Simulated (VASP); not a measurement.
# PbSe (Pnma) in VASP: single point with LDA

Aim: the single point of PbSe with LDA.

All numbers are computed with VASP 6.6.1; they aren't measurements. Logs are shortened: lines on timing, memory, paths and dates and some standing lists are left out, and cuts for length are marked.

## (1) The cell of the first run

Symmetry: Pnma, No. 62, orthorhombic system. The conventional cell has a = 13.220 Å, b = 4.456 Å, c = 4.415 Å, α = 90.00°, β = 90.00°, γ = 90.00°. Within 3.8 Å of Pb (site symmetry m) lie 5 Se at 2.88 to 3.27 Å. Se (site symmetry m) has 5 Pb at 2.88 to 3.27 Å within 3.8 Å.

## (2) Single point, LDA

INCAR reads:

```
  PREC = Accurate
  ENCUT = 520
  EDIFF = 1E-6
  ISMEAR = 0
  SIGMA = 0.01
  LREAL = False
  LASPH = True
  NELM = 100
  ALGO = Normal
  ISIF = 2
  LWAVE = False
  LCHARG = True
  GGA = CA
  LELF = True
  LVHAR = True
  NBANDS = 50
```

KPOINTS reads:

```
Automatic mesh
0
Gamma
  2 4 4
```

POSCAR reads:

```
PbSe
1.0
   13.2198180000      0.0000000000      0.0000000000
    0.0000000000      4.4564510000      0.0000000000
    0.0000000000      0.0000000000      4.4151840000
Pb Se
4 4
Direct
    0.8595810000      0.7500000000      0.9102860000
    0.3595810000      0.7500000000      0.5897140000
    0.1404190000      0.2500000000      0.0897140000
    0.6404190000      0.2500000000      0.4102860000
    0.6423060000      0.7500000000      0.9517540000
    0.1423060000      0.7500000000      0.5482460000
    0.3576940000      0.2500000000      0.0482460000
    0.8576940000      0.2500000000      0.4517540000
```

Potentials or basis: VASP PAW LDA potentials, release 64 (Pb_d, Se).

Launch:

```bash
> cat potpaw_LDA.64/Pb_d/POTCAR potpaw_LDA.64/Se/POTCAR > POTCAR
> mpirun -np 1 vasp_std > vasp.out
```

OUTCAR:

```text
PREC = Accurate
   ENCUT = 520
   EDIFF = 1E-6
   ISMEAR = 0
   LREAL = False
   LASPH = True
   NELM = 100
   ISIF = 2
   GGA = CA

 ion  position               nearest neighbor table
   1  0.860  0.750  0.910-   5 2.88   8 3.01   8 3.01   8 3.27   8 3.27
   2  0.360  0.750  0.590-   6 2.88   7 3.01   7 3.01   7 3.27   7 3.27
   3  0.140  0.250  0.090-   7 2.88   6 3.01   6 3.01   6 3.27   6 3.27
   4  0.640  0.250  0.410-   8 2.88   5 3.01   5 3.01   5 3.27   5 3.27
   5  0.642  0.750  0.952-   1 2.88   4 3.01   4 3.01   4 3.27   4 3.27
   6  0.142  0.750  0.548-   2 2.88   3 3.01   3 3.01   3 3.27   3 3.27
   7  0.358  0.250  0.048-   3 2.88   2 3.01   2 3.01   2 3.27   2 3.27
   8  0.858  0.250  0.452-   4 2.88   1 3.01   1 3.01   1 3.27   1 3.27

  LATTYP: Found a simple orthorhombic cell.
 ALAT       =     4.4151840000
 B/A-ratio  =     1.0093466093
 C/A-ratio  =     2.9941714773

  Lattice vectors:

 A1 = (   0.0000000000,   0.0000000000,  -4.4151840000)
 A2 = (   0.0000000000,   4.4564510000,   0.0000000000)
 A3 = (  13.2198180000,   0.0000000000,   0.0000000000)

Analysis of symmetry for initial positions (statically):
=====================================================================
 Subroutine PRICEL returns:
 Original cell was already a primitive cell.

 Routine SETGRP: Setting up the symmetry group for a
 simple orthorhombic supercell.

 Subroutine GETGRP returns: Found  8 space group operations
 (whereof  2 operations were pure point group operations)
 out of a pool of  8 trial point group operations.

The static configuration has the point symmetry S_2 .
 The point group associated with its full space group is D_2h.

Analysis of symmetry for dynamics (positions and initial velocities):
=====================================================================
 Subroutine PRICEL returns:
 Original cell was already a primitive cell.

 Routine SETGRP: Setting up the symmetry group for a
 simple orthorhombic supercell.

 Subroutine GETGRP returns: Found  8 space group operations
 (whereof  2 operations were pure point group operations)
 out of a pool of  8 trial point group operations.

The dynamic configuration has the point symmetry S_2 .
 The point group associated with its full space group is D_2h.

[... 103 lines left out ...]
   EDIFF  = 0.1E-05   stopping-criterion for ELM
   LREAL  =      F    real-space projection
   EDIFFG = 0.1E-04   stopping-criterion for IOM
   NSW    =      0    number of steps for IOM
   IBRION =     -1    ionic relax: 0-MD 1-quasi-New 2-CG
   NFREE  =      0    steps in history (QN), initial steepest desc. (CG)
   ISIF   =      2    stress and relaxation
   ISYM   =      2    0-nonsym 1-usesym 2-fastsym
   POTIM  = 0.5000    time-step for ionic-motion
   TEBEG  =    0.0;   TEEND  =   0.0 temperature during run
   PSTRESS=    0.0 pullay stress
   NELECT =      80.0000    total number of electrons
   NUPDOWN=      -1.0000    fix difference up-down
   EMIN   =  10.00;   EMAX   =-10.00  energy-range for DOS
   EFERMI =   0.00;   METHOD = LEGACY
   ISMEAR =     0;   SIGMA  =   0.01  broadening in eV -4-tet -1-fermi 0-gaus
   EFERMI_NEDOS =   21; number of points for ismear=-14 and -15
   IALGO  =     38    algorithm
   IMIX   =      4    mixing-type and parameters
     AMIX     =   0.40;   BMIX     =  1.00
     AMIX_MAG =   1.60;   BMIX_MAG =  1.00
  volume/ion in A,a.u.               =      32.51       219.42
  Fermi-wavevector in a.u.,A,eV,Ry     =   1.105054  2.088250 16.614692  1.221145
  Thomas-Fermi vector in A             =   2.241536
   LORBIT       =      0    0 simple, 1 ext, 2 COOP (PROOUT), +10 PAW based schemes
   GGA     = CA    functional components
   LHFCALC =     F    Hartree Fock is set to
   AEXX    =    0.0000 exact exchange contribution
   IVDW    =     0    specifies the selected vdW correction
   LEPSILON=     F    determine dielectric tensor
   LRPA    =     F    only Hartree local field effects (RPA)
 non-spin polarized calculation
 Gauss-broadening in eV      SIGMA  =   0.01
  energy-cutoff  :      520.00
  volume of cell :      260.11
 maximum number of plane-waves:      7042
   NGX = 49   NGY = 17   NGZ = 17

 number of electron      79.9999988 magnetization

 Free energy of the ion-electron system (eV)
  ---------------------------------------------------
  ext. energy  EPLUGINS =         0.00000000
  ---------------------------------------------------
  free energy    TOTEN  =       -36.84866410 eV

  energy without entropy =      -36.84866410  energy(sigma->0) =      -36.84866410

 E-fermi :   3.1319     XC(G=0):  -9.2369

 val. band max:        3.0719234581   @ k =   0.0000   0.5000   0.0000
 cond. band min:       4.2727578571   @ k =   0.0000   0.0000   0.2500
 fundamental gap:      1.2008343990
 Fermi energy:         3.1319259696

 k-point     1 :       0.0000    0.0000    0.0000
  band No.  band energies     occupation
      1     -13.1904      2.00000
      2     -13.1872      2.00000
      3     -13.1081      2.00000
      4     -13.1076      2.00000
      5     -13.1075      2.00000
      6     -13.1049      2.00000
[... 943 lines left out ...]
     49       8.8892      0.00000
     50       8.8892      0.00000

------------------------ aborting loop because EDIFF is reached ----------------------------------------

  FORCE on cell =-STRESS in cart. coord.  units (eV):
  Direction    XX          YY          ZZ          XY          YZ          ZX
  --------------------------------------------------------------------------------------
  -------------------------------------------------------------------------------------
  Total       -7.8667525     -6.9297119     -6.6542911      0.0000000     -0.0000000      0.0000000
  in kB      -48.4554522    -42.6837279    -40.9872668      0.0000000     -0.0000000      0.0000000
  external PRESSURE =     -44.0421489 kB  Pullay stress =       0.0000000 kB

 VOLUME and BASIS-vectors are now :
 -----------------------------------------------------------------------------
  energy-cutoff  :      520.00
  volume of cell :      260.11
      direct lattice vectors                 reciprocal lattice vectors
    13.219818000  0.000000000  0.000000000     0.075644007  0.000000000  0.000000000
     0.000000000  4.456451000  0.000000000     0.000000000  0.224393806  0.000000000
     0.000000000  0.000000000  4.415184000     0.000000000  0.000000000  0.226491127

 POSITION                                       TOTAL-FORCE (eV/Angst)
 -----------------------------------------------------------------------------------
     11.36350      3.34234      4.01908        -0.298432      0.000000     -0.087833
      4.75360      3.34234      2.60370        -0.298432      0.000000      0.087833
      1.85631      1.11411      0.39610         0.298432      0.000000      0.087833
      8.46622      1.11411      1.81149         0.298432     -0.000000     -0.087833
      8.49117      3.34234      4.20217         0.280901      0.000000      0.022949
      1.88126      3.34234      2.42061         0.280901      0.000000     -0.022949
      4.72865      1.11411      0.21301        -0.280901      0.000000     -0.022949
     11.33856      1.11411      1.99458        -0.280901     -0.000000      0.022949
 -----------------------------------------------------------------------------------
    total drift:                               -0.000000      0.000000      0.000000

  FREE ENERGIE OF THE ION-ELECTRON SYSTEM (eV)
  ---------------------------------------------------
  free  energy   TOTEN  =       -36.8486641031 eV

  energy  without entropy=      -36.8486641031  energy(sigma->0) =      -36.84866410
```

OSZICAR:

```text
N       E                     dE             d eps       ncg     rms          rms(c)
DAV:   1     0.894032709702E+03    0.89403E+03   -0.35618E+04  1800   0.162E+03
DAV:   2     0.853673190431E+02   -0.80867E+03   -0.78151E+03  1836   0.439E+02
DAV:   3    -0.303009929336E+02   -0.11567E+03   -0.11053E+03  2270   0.191E+02
DAV:   4    -0.379318322487E+02   -0.76308E+01   -0.75254E+01  2190   0.501E+01
DAV:   5    -0.382496820312E+02   -0.31785E+00   -0.31747E+00  2180   0.102E+01    0.570E+00
DAV:   6    -0.368875496507E+02    0.13621E+01   -0.24910E+00  2418   0.801E+00    0.297E+00
DAV:   7    -0.368634452949E+02    0.24104E-01   -0.65022E-01  2412   0.263E+00    0.160E+00
DAV:   8    -0.368534023845E+02    0.10043E-01   -0.90427E-02  2360   0.201E+00    0.341E-01
DAV:   9    -0.368484511449E+02    0.49512E-02   -0.15812E-02  2438   0.873E-01    0.119E-01
DAV:  10    -0.368486402274E+02   -0.18908E-03   -0.16175E-03  2058   0.149E-01    0.595E-02
DAV:  11    -0.368486649719E+02   -0.24745E-04   -0.14059E-04  2422   0.577E-02    0.122E-02
DAV:  12    -0.368486649481E+02    0.23814E-07   -0.22228E-05  1792   0.182E-02    0.873E-03
DAV:  13    -0.368486641031E+02    0.84499E-06   -0.35311E-06  1554   0.161E-02
   1 F= -.36848664E+02 E0= -.36848664E+02  d E =-.815441E-19
```

Wall time 6.4 min (1 thread of AMD EPYC 7R13, shared host); peak memory 0.35 GiB.

What came out:

- Free energy: -36.8487 eV
- Pressure: -4.4 GPa
- Largest force: 0.311 eV/Å
- Band gap on the k mesh: 1.20 eV, indirect (least direct gap 1.24 eV)

Forces on the atoms (eV/Å):
```
Pb  -0.298  0.000 -0.088
Pb  -0.298  0.000  0.088
Pb   0.298  0.000  0.088
Pb   0.298  0.000 -0.088
Se   0.281  0.000  0.023
Se   0.281  0.000 -0.023
Se  -0.281  0.000 -0.023
Se  -0.281  0.000  0.023
```

Caveat: spin-orbit coupling is left out, which moves the levels of the heavy elements.
